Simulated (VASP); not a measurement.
# Fe2O3 (R-3c) in VASP: relaxation of cell and atoms with PBE

Aim: the relaxation of cell and atoms of Fe2O3 with PBE.

Program: VASP 6.6.1. These are calculated values, not measurements. Logs are shortened: lines on timing, memory, paths and dates and some standing lists are left out, and cuts for length are marked.

## (1) The cell of the first run

Symmetry: R-3c, No. 167, trigonal system. The conventional cell has a = 4.773 Å, b = 4.773 Å, c = 13.304 Å, α = 90.00°, β = 90.00°, γ = 120.00°. Fe (site symmetry 3) has 6 O at 1.89 to 1.96 Å and 1 Fe at 2.54 Å within 2.6 Å. Within 2.9 Å of O (site symmetry 2) lie 4 Fe at 1.89 to 1.96 Å and 12 O at 2.59 to 2.84 Å.

## (2) Relaxation of cell and atoms, PBE, collinear spin, ferromagnetic start

File INCAR:

```
SYSTEM = Fe2O3
PREC = Accurate
ENCUT = 600
EDIFF = 1E-7
ISMEAR = 0
SIGMA = 0.05
LREAL = .FALSE.
LASPH = .TRUE.
NELM = 200
ALGO = Normal
ISIF = 3
LWAVE = .FALSE.
LCHARG = .FALSE.
ISPIN = 2
MAGMOM = 0.95 0.95 0.95 0.95 0 0 0 0 0 0
LORBIT = 11
LMAXMIX = 4
GGA = PE
IBRION = 2
NSW = 50
EDIFFG = -0.01
GGA_COMPAT = .FALSE.
NELMIN = 4
KPAR = 4
```

File KPOINTS:

```
regular mesh
0
G
  6 6 6
  0 0 0
```

File POSCAR:

```
Fe2O3
1.0
    2.3865028664      1.3778480723      4.4345385194
   -2.3865028664      1.3778480723      4.4345385194
    0.0000000000     -2.7556961446      4.4345385194
Fe O
4 6
Direct
    0.3454541922      0.3454541922      0.3454541922
    0.1545458078      0.1545458078      0.1545458078
    0.6545458078      0.6545458078      0.6545458078
    0.8454541922      0.8454541922      0.8454541922
    0.5632180980      0.9367819020      0.2500000000
    0.2500000000      0.5632180980      0.9367819020
    0.9367819020      0.2500000000      0.5632180980
    0.4367819020      0.0632180980      0.7500000000
    0.7500000000      0.4367819020      0.0632180980
    0.0632180980      0.7500000000      0.4367819020
```

Potentials or basis: VASP PAW PBE potentials, release 64 (Fe, O).

On the command line:

```bash
cat potpaw_PBE.64/Fe/POTCAR potpaw_PBE.64/O/POTCAR > POTCAR
mpirun -np 4 vasp_std > vasp.out
```

OUTCAR:

```text
SYSTEM = Fe2O3
   PREC = Accurate
   ENCUT = 600
   EDIFF = 1E-7
   ISMEAR = 0
   LREAL = .FALSE.
   LASPH = .TRUE.
   NELM = 200
   ISIF = 3
   ISPIN = 2
   LORBIT = 11
   GGA = PE
   IBRION = 2
   NSW = 50
   EDIFFG = -0.01
   NELMIN = 4

 ion  position               nearest neighbor table
   1  0.345  0.345  0.345-   9 1.89   8 1.89  10 1.89   7 1.96   6 1.96   5 1.96   2 2.54   3 2.77
                             3 2.77   3 2.77
   2  0.155  0.155  0.155-  10 1.89   8 1.89   9 1.89   7 1.96   6 1.96   5 1.96   1 2.54   4 2.77
                             4 2.77   4 2.77
   3  0.655  0.655  0.655-   6 1.89   5 1.89   7 1.89   9 1.96  10 1.96   8 1.96   4 2.54   1 2.77
                             1 2.77   1 2.77
   4  0.845  0.845  0.845-   7 1.89   5 1.89   6 1.89   9 1.96  10 1.96   8 1.96   3 2.54   2 2.77
                             2 2.77   2 2.77
   5  0.563  0.937  0.250-   3 1.89   4 1.89   1 1.96   2 1.96
   6  0.250  0.563  0.937-   3 1.89   4 1.89   1 1.96   2 1.96
   7  0.937  0.250  0.563-   4 1.89   3 1.89   1 1.96   2 1.96
   8  0.437  0.063  0.750-   1 1.89   2 1.89   3 1.96   4 1.96
   9  0.750  0.437  0.063-   1 1.89   2 1.89   3 1.96   4 1.96
  10  0.063  0.750  0.437-   2 1.89   1 1.89   3 1.96   4 1.96

  LATTYP: Found a trigonal (rhomboedric) cell.
 ALAT       =     5.2210145682
 COS(alpha) =     0.5821271970

  Lattice vectors:

 A1 = (   2.3865028664,   1.3778480723,   4.4345385194)
 A2 = (  -2.3865028664,   1.3778480723,   4.4345385194)
 A3 = (   0.0000000000,  -2.7556961446,   4.4345385194)

Analysis of symmetry for initial positions (statically):
=====================================================================
 Subroutine PRICEL returns:
 Original cell was already a primitive cell.

 Routine SETGRP: Setting up the symmetry group for a
 trigonal (rhombohedral) supercell.

 Subroutine GETGRP returns: Found 12 space group operations
 (whereof  6 operations were pure point group operations)
 out of a pool of 12 trial point group operations.

The static configuration has the point symmetry S_6 .
 The point group associated with its full space group is D_3d.

Analysis of symmetry for dynamics (positions and initial velocities):
=====================================================================
 Subroutine PRICEL returns:
 Original cell was already a primitive cell.

 Routine SETGRP: Setting up the symmetry group for a
 trigonal (rhombohedral) supercell.

 Subroutine GETGRP returns: Found 12 space group operations
 (whereof  6 operations were pure point group operations)
 out of a pool of 12 trial point group operations.

The dynamic configuration has the point symmetry S_6 .
 The point group associated with its full space group is D_3d.

Analysis of structural, dynamic, and magnetic symmetry:
=====================================================================
 Subroutine PRICEL returns:
 Original cell was already a primitive cell.

 Routine SETGRP: Setting up the symmetry group for a
 trigonal (rhombohedral) supercell.

 Subroutine GETGRP returns: Found 12 space group operations
 (whereof  6 operations were pure point group operations)
 out of a pool of 12 trial point group operations.

The overall configuration has the point symmetry S_6 .
 The point group associated with its full space group is D_3d.

 Subroutine INISYM returns: Found 12 space group operations
 (whereof  6 operations are pure point group operations),
 and found     1 'primitive' translations

----------------------------------------------------------------------------------------

                                     Primitive cell

  volume of cell :      87.4909

  direct lattice vectors                    reciprocal lattice vectors
     2.386502866  1.377848072  4.434538519     0.209511586  0.120961570  0.075167536
    -2.386502866  1.377848072  4.434538519    -0.209511586  0.120961570  0.075167536
     0.000000000 -2.755696145  4.434538519     0.000000000 -0.241923141  0.075167536

  length of vectors
     5.221014568  5.221014568  5.221014568     0.253331728  0.253331728  0.253331728

  position of ions in fractional coordinates (direct lattice)
     0.345454192  0.345454192  0.345454192
     0.154545808  0.154545808  0.154545808
     0.654545808  0.654545808  0.654545808
     0.845454192  0.845454192  0.845454192
     0.563218098  0.936781902  0.250000000
     0.250000000  0.563218098  0.936781902
     0.936781902  0.250000000  0.563218098
     0.436781902  0.063218098  0.750000000
     0.750000000  0.436781902  0.063218098
     0.063218098  0.750000000  0.436781902

  ion indices of the primitive-cell ions
   primitive index   ion index
                 1           1
                 2           2
                 3           3
                 4           4
                 5           5
                 6           6
                 7           7
                 8           8
                 9           9
                10          10

----------------------------------------------------------------------------------------

 KPOINTS: regular mesh

Automatic generation of k-mesh.
 Grid dimensions read from file:
 generate k-points for:    6    6    6

 Generating k-lattice:

  Cartesian coordinates                     Fractional coordinates (reciprocal lattice)
     0.034918598  0.020160262  0.012527923     0.166666667  0.000000000 -0.000000000
    -0.034918598  0.020160262  0.012527923     0.000000000  0.166666667 -0.000000000
     0.000000000 -0.040320523  0.012527923    -0.000000000 -0.000000000  0.166666667

  Length of vectors
     0.042221955  0.042221955  0.042221955

  Shift w.r.t. Gamma in fractional coordinates (k-lattice)
     0.000000000  0.000000000  0.000000000

 Subroutine IBZKPT returns following result:
 ===========================================

 Found     32 irreducible k-points:

 Following reciprocal coordinates:
            Coordinates               Weight
  0.000000  0.000000  0.000000      1.000000
  0.166667  0.000000  0.000000      6.000000
  0.333333  0.000000  0.000000      6.000000
  0.500000  0.000000  0.000000      3.000000
  0.166667  0.166667  0.000000      6.000000
  0.333333  0.166667  0.000000     12.000000
[... 16 lines left out ...]
  0.500000  0.500000  0.166667      6.000000
 -0.333333  0.500000  0.166667     12.000000
 [... further k-points ...]
   k-points           NKPTS =     32   k-points in BZ     NKDIM =     32   number of bands    NBANDS=     42
   number of dos      NEDOS =    301   number of ions     NIONS =     10
   total plane-waves  NPLWV =  74088
   dimension x,y,z NGX =    42 NGY =   42 NGZ =   42
   dimension x,y,z NGXF=    84 NGYF=   84 NGZF=   84
   ions per type =               4   6
   NGX,Y,Z   is equivalent  to a cutoff of  13.37, 13.37, 13.37 a.u.
   NGXF,Y,Z  is equivalent  to a cutoff of  26.75, 26.75, 26.75 a.u.
 SYSTEM =  Fe2O3
   PREC   = accura    normal or accurate (medium, high low for compatibility)
   ISTART =      0    job   : 0-new  1-cont  2-samecut
   ICHARG =      2    charge: 1-file 2-atom 10-const
   ISPIN  =      2    spin polarized calculation?
   LNONCOLLINEAR =      F non collinear calculations
   LSORBIT =      F    spin-orbit coupling
   LASPH  =      T    aspherical Exc in radial PAW
   ENCUT  =  600.0 eV  44.10 Ry    6.64 a.u.  10.43 10.43 10.43*2*pi/ulx,y,z
   NELM   =    200;   NELMIN=  4; NELMDL= -5     # of ELM steps
   EDIFF  = 0.1E-06   stopping-criterion for ELM
   LREAL  =      F    real-space projection
   EDIFFG = -.1E-01   stopping-criterion for IOM
   NSW    =     50    number of steps for IOM
   IBRION =      2    ionic relax: 0-MD 1-quasi-New 2-CG
   NFREE  =      1    steps in history (QN), initial steepest desc. (CG)
   ISIF   =      3    stress and relaxation
   ISYM   =      2    0-nonsym 1-usesym 2-fastsym
   POTIM  = 0.5000    time-step for ionic-motion
   TEBEG  =    0.0;   TEEND  =   0.0 temperature during run
   PSTRESS=    0.0 pullay stress
   NELECT =      68.0000    total number of electrons
   NUPDOWN=      -1.0000    fix difference up-down
   EMIN   =  10.00;   EMAX   =-10.00  energy-range for DOS
   EFERMI =   0.00;   METHOD = LEGACY
   ISMEAR =     0;   SIGMA  =   0.05  broadening in eV -4-tet -1-fermi 0-gaus
   EFERMI_NEDOS =   21; number of points for ismear=-14 and -15
   IALGO  =     38    algorithm
   IMIX   =      4    mixing-type and parameters
     AMIX     =   0.40;   BMIX     =  1.00
     AMIX_MAG =   1.60;   BMIX_MAG =  1.00
  volume/ion in A,a.u.               =       8.75        59.04
  Fermi-wavevector in a.u.,A,eV,Ry     =   1.505186  2.844389 30.825150  2.265585
  Thomas-Fermi vector in A             =   2.616068
   LORBIT       =     11    0 simple, 1 ext, 2 COOP (PROOUT), +10 PAW based schemes
   GGA     = PE    functional components
   LHFCALC =     F    Hartree Fock is set to
   AEXX    =    0.0000 exact exchange contribution
   IVDW    =     0    specifies the selected vdW correction
   LEPSILON=     F    determine dielectric tensor
   LRPA    =     F    only Hartree local field effects (RPA)
 conjugate gradient relaxation of ions
 spin polarized calculation
 Gauss-broadening in eV      SIGMA  =   0.05
  energy-cutoff  :      600.00
  volume of cell :       87.49
 maximum number of plane-waves:      2951
 NGX is ok and might be reduce to    42
   NGX = 21   NGY = 21   NGZ = 21

--------------------------------------- Ionic step        1  -------------------------------------------

 number of electron      68.0000004 magnetization       4.0002073

 Free energy of the ion-electron system (eV)
  ---------------------------------------------------
  ext. energy  EPLUGINS =         0.00000000
  ---------------------------------------------------
  free energy    TOTEN  =       -74.63344131 eV

  energy without entropy =      -74.61901757  energy(sigma->0) =      -74.62622944

------------------------ aborting loop because EDIFF is reached ----------------------------------------

  FORCE on cell =-STRESS in cart. coord.  units (eV):
  Direction    XX          YY          ZZ          XY          YZ          ZX
  --------------------------------------------------------------------------------------
  -------------------------------------------------------------------------------------
  Total        0.7366409      0.7366409      0.7171810      0.0000000      0.0000000      0.0000000
  in kB       13.4897357     13.4897357     13.1333765      0.0000000      0.0000000      0.0000000
  external PRESSURE =      13.3709493 kB  Pullay stress =       0.0000000 kB
[... 161 lines left out ...]
  energy  without entropy=      -74.6207870261  energy(sigma->0) =      -74.62805208

--------------------------------------- Ionic step        5  -------------------------------------------

 number of electron      68.0000006 magnetization       4.0000002

 Free energy of the ion-electron system (eV)
  ---------------------------------------------------
  ext. energy  EPLUGINS =         0.00000000
  ---------------------------------------------------
  free energy    TOTEN  =       -74.63537053 eV

  energy without entropy =      -74.62081527  energy(sigma->0) =      -74.62809290

 E-fermi :   5.5273     XC(G=0): -12.4041

 val. band max:        5.5271401772   @ k =   0.5000   0.5000   0.1667
 cond. band min:       5.5364521385   @ k =  -0.3333   0.3333   0.1667
 fundamental gap:      0.0093119614
 Fermi energy:         5.5273291031

 spin component 1

 k-point     1 :       0.0000    0.0000    0.0000
  band No.  band energies     occupation
      1     -15.5843      1.00000
      2     -13.7157      1.00000
      3     -13.6866      1.00000
      4     -13.6866      1.00000
      5     -13.5438      1.00000
      6     -13.5438      1.00000
[... 1069 lines left out ...]
     41       6.9644      0.00000
     42       7.4134      0.00000

 [... further k-points ...]

 spin component 2

 k-point     1 :       0.0000    0.0000    0.0000
  band No.  band energies     occupation
      1     -15.5218      1.00000
      2     -13.6574      1.00000
      3     -13.6235      1.00000
      4     -13.6235      1.00000
      5     -13.4835      1.00000
      6     -13.4835      1.00000
[... 1108 lines left out ...]
  FREE ENERGIE OF THE ION-ELECTRON SYSTEM (eV)
  ---------------------------------------------------
  free  energy   TOTEN  =       -74.6353705338 eV

  energy  without entropy=      -74.6208152680  energy(sigma->0) =      -74.62809290

 reached required accuracy - stopping structural energy minimisation

 total charge

# of ion       s       p       d       tot
------------------------------------------
    1        0.407   0.647   6.299   7.353
    2        0.407   0.647   6.299   7.353
    3        0.407   0.647   6.299   7.353
    4        0.407   0.647   6.299   7.353
    5        1.558   3.451   0.000   5.009
    6        1.558   3.451   0.000   5.009
    7        1.558   3.451   0.000   5.009
    8        1.558   3.451   0.000   5.009
    9        1.558   3.451   0.000   5.009
   10        1.558   3.451   0.000   5.009
--------------------------------------------------
tot         10.975  23.294  25.196  59.465

 magnetization (x)

# of ion       s       p       d       tot
------------------------------------------
    1        0.007   0.010   0.928   0.944
    2        0.007   0.010   0.928   0.944
    3        0.007   0.010   0.928   0.944
    4        0.007   0.010   0.928   0.944
    5        0.000   0.028   0.000   0.028
    6        0.000   0.028   0.000   0.028
    7        0.000   0.028   0.000   0.028
    8        0.000   0.028   0.000   0.028
    9        0.000   0.028   0.000   0.028
   10        0.000   0.028   0.000   0.028
--------------------------------------------------
tot          0.028   0.204   3.710   3.941
```

Run time: 7.2 min. Hardware: 4 MPI ranks of Intel Xeon Platinum 8488C (Sapphire Rapids), shared host; peak memory 0.45 GiB.

Results:

* Free energy: -74.6354 eV
* Relaxed volume: 8.79 Å³/atom
* Relaxed cell: a = 5.229 Å, b = 5.229 Å, c = 5.229 Å, α = 54.41°, β = 54.41°, γ = 54.41°
* Space group after relaxing (to 0.1 Å): R-3c (No. 167)
* Energy gained by relaxing: 0.2 meV/atom
* Ionic steps: 5
* Pressure after relaxing: 0.0 GPa
* Largest force after relaxing: 0.007 eV/Å
* Band gap on the k mesh: zero (filled and empty bands overlap)
* Net moment: 4.00 μB per cell
* Site moments: Fe +0.94; O +0.03 μB
* Valence electrons inside the program's atomic spheres: Fe 7.35; O 5.01

Forces in eV/Å, atoms in the order of the input:
```
Fe   0.000  0.000  0.007
Fe   0.000  0.000 -0.007
Fe   0.000  0.000 -0.007
Fe   0.000  0.000  0.007
O   -0.005  0.000  0.000
O    0.003 -0.004  0.000
O    0.003  0.004  0.000
O    0.005  0.000  0.000
O   -0.003  0.004  0.000
O   -0.003 -0.004  0.000
```

Stress tensor (GPa, compression positive):
```
 0.00  0.00  0.00
 0.00  0.00  0.00
 0.00  0.00 -0.08
```

The path:
```csv
step,energy change (eV),largest force (eV/Å),pressure (GPa),volume (Å³)
1,0.0000,0.0417,1.34,87.49
2,0.0005,0.0375,-1.51,88.42
3,-0.0019,0.0171,-0.01,87.92
4,-0.0019,0.0167,-0.03,87.93
5,-0.0019,0.0066,-0.03,87.93
```

Final structure:
```
Fe O
1.0
     2.39067    1.38025    4.44122
    -2.39067    1.38025    4.44122
     0.00000   -2.76051    4.44122
Fe O
4 6
Direct
  0.34558 0.34558 0.34558
  0.15442 0.15442 0.15442
  0.65442 0.65442 0.65442
  0.84558 0.84558 0.84558
  0.56325 0.93675 0.25000
  0.25000 0.56325 0.93675
  0.93675 0.25000 0.56325
  0.43675 0.06325 0.75000
  0.75000 0.43675 0.06325
  0.06325 0.75000 0.43675
```

Levels at points of the mesh, in eV from the Fermi level:
Spin up:
```
           k point  band 32  band 33  band 34  band 35  band 36  band 37  band 38  band 39  band 40  band 41
(0.00, 0.00, 0.00)    -1.46    -1.02    -0.62    -0.54    -0.54     0.43     0.43     0.61     0.61     2.23
(0.50, 0.00, 0.00)    -1.01    -0.96    -0.96    -0.84    -0.84     0.99     0.99     1.19     1.19     1.38
(0.50, 0.50, 0.00)    -1.06    -0.94    -0.84    -0.73    -0.73     0.31     0.46     0.67     1.07     1.46
(0.50, 0.50, 0.50)    -1.38    -0.84    -0.84    -0.84    -0.84     1.04     1.04     1.04     1.04     1.66
```
Spin down:
| k point | band 28 | band 29 | band 30 | band 31 | band 32 | band 33 | band 34 | band 35 | band 36 | band 37 |
| --- | --- | --- | --- | --- | --- | --- | --- | --- | --- | --- |
| (0.00, 0.00, 0.00) | -0.76 | -0.76 | -0.65 | -0.65 | -0.30 | 0.30 | 0.30 | 0.46 | 0.89 | 1.06 |
| (0.50, 0.00, 0.00) | -0.39 | -0.34 | -0.34 | -0.10 | -0.10 | -0.02 | -0.02 | 0.44 | 0.44 | 1.50 |
| (0.50, 0.50, 0.00) | -0.97 | -0.49 | -0.34 | -0.26 | -0.06 | 0.07 | 0.32 | 0.40 | 0.57 | 0.87 |
| (0.50, 0.50, 0.50) | -0.79 | -0.06 | -0.06 | -0.04 | -0.04 | -0.04 | -0.04 | 0.05 | 0.05 | 1.54 |

Caveat: semilocal functionals often make such compounds metallic where correlation or magnetic order opens a gap, which also shifts bond lengths; the run started ferromagnetic, and an antiferromagnetic order may lie lower in energy.
